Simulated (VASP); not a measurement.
A run of VASP 6.6.1:

INCAR

```
PREC = Accurate
ENCUT = 520
EDIFF = 1E-7
ISMEAR = 0
SIGMA = 0.05
LREAL = F
LASPH = T
NELM = 60
ALGO = Normal
ISIF = 2
LWAVE = F
LCHARG = T
GGA = PS
LELF = T
LVHAR = T
NBANDS = 16
```

Contents of KPOINTS:

```
regular mesh
0
Gamma
  9 9 6
```

Contents of POSCAR:

```
MgO
1.0
    3.2817469438      0.0000000000      0.0000000000
   -1.6408734719      2.8420762221      0.0000000000
    0.0000000000      0.0000000000      5.0860514134
Mg O
2 2
Direct
    0.3333333333      0.6666666667      0.0508752499
    0.6666666667      0.3333333333      0.5508752499
    0.3333333333      0.6666666667      0.4009416620
    0.6666666667      0.3333333333      0.9009416620
```

Potentials or basis: VASP PAW PBE potentials, release 64 (Mg, O).

The run is started by

```sh
$ cat potpaw_PBE.64/Mg/POTCAR potpaw_PBE.64/O/POTCAR > POTCAR
$ mpirun -np 1 vasp_std > vasp.out
```

Hardware: 1 thread of AMD EPYC 7R13, with other jobs on the host.

**Question.** Estimate the wall time of this run.

**Answer.** Wall time 69 s on 1 thread of AMD EPYC 7R13 (shared host), peak memory 0.15 GiB. Counts: scf iterations 15, k points 48.
